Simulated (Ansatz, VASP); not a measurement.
## Zr2C in VASP and in Ansatz

```
Zr C
1.0
     1.66773    0.96287    5.38287
    -1.66773    0.96287    5.38287
     0.00000   -1.92573    5.38287
Zr C
2 1
Cartesian
  0.0000 0.0000 4.1271
  0.0000 0.0000 12.0215
  0.0000 0.0000 0.0000
```

Alike in both runs: task single point; functional PBE; k mesh 18 × 18 × 18; occupations gaussian, width 0.1 eV; no spin polarisation.

|  | VASP | Ansatz |
| --- | --- | --- |
| version | VASP 6.6.1 | Ansatz 0.2.0 |
| potentials or method | VASP PAW PBE potentials, release 64 (Zr_sv, C), cutoff 520 eV | scalar-relativistic, plane waves, PAW |
| valence electrons in the cell | 28 | 28 |

```csv
,VASP,Ansatz,Ansatz less VASP
gap on the k mesh at the Fermi level (eV),none,none,-
pressure (GPa),0.1,0.0,-0.14
rms of the force components (eV/Å),0.007,0.001,-0.0066
```

Atom by atom the forces differ by 0.008 eV/Å (rms over components). A gap of «none» marks a metal or a gap that the smearing closes. The functional is the same, so the differences come from potentials, cutoffs and numerics.
